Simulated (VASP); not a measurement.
KCl (Sylvite), 2 atoms in the cell. The structure is cubic, space group Fm-3m (No. 225). Conventional cell: a = 6.293 Å, b = 6.293 Å, c = 6.293 Å, α = 90.00°, β = 90.00°, γ = 90.00°. K (site symmetry m-3m) has 6 Cl at 3.15 Å within 4.1 Å. Within 4.1 Å of Cl (site symmetry m-3m) lie 6 K at 3.15 Å. 

* Program: VASP 6.6.1
* Task: relaxation of cell and atoms
* Functional: PBEsol
* Dispersion: D4
* Potentials or basis: VASP PAW PBE potentials, release 64 (K_sv, Cl)
* Cutoff: 600 eV
* k mesh: 7 × 7 × 7
* Occupations: fermi-dirac, width 0.05 eV
* Spin: no spin polarisation
* Dipole correction: no
* Further INCAR settings: ALGO = Normal; EDIFF = 1e-06; IBRION = 2; EDIFFG = -0.01; NSW = 60; ISIF = 3

Potentials or basis: VASP PAW PBE potentials, release 64 (K_sv, Cl).

Command:

```console
$ cat potpaw_PBE.64/K_sv/POTCAR potpaw_PBE.64/Cl/POTCAR > POTCAR
$ mpirun -np 1 vasp_std > vasp.out
```

Hardware: 1 thread of Intel(R) Xeon(R) 6975P-C (Granite Rapids), on a shared host.

Estimate the wall time of this run.

Wall time 22 s on 1 thread of Intel(R) Xeon(R) 6975P-C (Granite Rapids), on a shared host, peak memory 0.22 GiB. Counts: scf iterations 31, k points 20, ion steps 3.
